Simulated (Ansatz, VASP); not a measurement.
**Two plane-wave programs on BN**

```
CELL_PARAMETERS angstrom
4.46420 0.00000 0.00000
0.00000 4.46420 0.00000
0.00000 0.00000 2.76650
ATOMIC_POSITIONS crystal
B 0.17413 0.82587 0.50000
B 0.32587 0.32587 0.00000
B 0.67413 0.67413 0.00000
B 0.82587 0.17413 0.50000
N 0.81239 0.81239 0.50000
N 0.31239 0.68761 0.00000
N 0.68761 0.31239 0.00000
N 0.18761 0.18761 0.50000
```

Alike in both runs: task single point; functional PBEsol; k mesh 6 × 6 × 10; occupations gaussian, width 0.05 eV; no spin polarisation.

|  | VASP | Ansatz |
| --- | --- | --- |
| version | VASP 6.6.1 | Ansatz 0.2.0 |
| potentials or method | VASP PAW PBE potentials, release 64 (B, N), cutoff 520 eV | scalar-relativistic, plane waves, PAW |
| valence electrons in the cell | 32 | 32 |

VASP gave:

```
gap on the k mesh at the Fermi level (eV) : 4.58
least direct gap on the mesh (eV)         : 4.72
rms of the force components (eV/Å)        : 0.063
```

Problem. Estimate Ansatz's values.

Solution. gap on the k mesh at the Fermi level (eV): 4.59; least direct gap on the mesh (eV): 4.72; rms of the force components (eV/Å): 0.060.

VASP's potentials were made for PBE, not for PBEsol, and Ansatz warns of the same on its side. Atom by atom the forces differ by 0.012 eV/Å (rms over components).
